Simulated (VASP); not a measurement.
A run of VASP 6.6.1:

INCAR

```
ALGO     = Normal         # electronic algorithm
EDIFF    = 1E-6           # SCF threshold, eV
ENCUT    = 600            # plane-wave cutoff, eV
GGA      = CA             # functional
GGA_COMPAT= False        
ISIF     = 2              # what is computed and relaxed
ISMEAR   = 0              # smearing method
LASPH    = True           # aspherical terms in the spheres
LCHARG   = False          # write CHGCAR
LREAL    = False          # projectors in reciprocal space
LWAVE    = False          # write WAVECAR
NBANDS   = 21             # bands
NELM     = 120            # most SCF steps
PREC     = Accurate       # precision mode
SIGMA    = 0.1            # smearing width, eV
```

The input KPOINTS:

```
k-points
0
Gamma
  4 4 4
```

The input POSCAR:

```
PbF2
1.0
    0.0000000000      2.9579484323      2.9579484323
    2.9579484323      0.0000000000      2.9579484323
    2.9579484323      2.9579484323      0.0000000000
Pb F
1 2
Direct
    0.0000000000      0.0000000000      0.0000000000
    0.7500000000      0.7500000000      0.7500000000
    0.2500000000      0.2500000000      0.2500000000
```

Potentials or basis: VASP PAW LDA potentials, release 64 (Pb_d, F).

Command:

```console
$ cat potpaw_LDA.64/Pb_d/POTCAR potpaw_LDA.64/F/POTCAR > POTCAR
$ mpirun -np 1 vasp_std > vasp.out
```

Hardware: 1 thread of AMD EPYC 9R45 (Zen 5), on a shared host.

Problem. How long does it take, and how much memory?

Solution. Wall time 12 s on 1 thread of AMD EPYC 9R45 (Zen 5) (shared host), peak memory 0.14 GiB. Counts: scf iterations 13, k points 8.
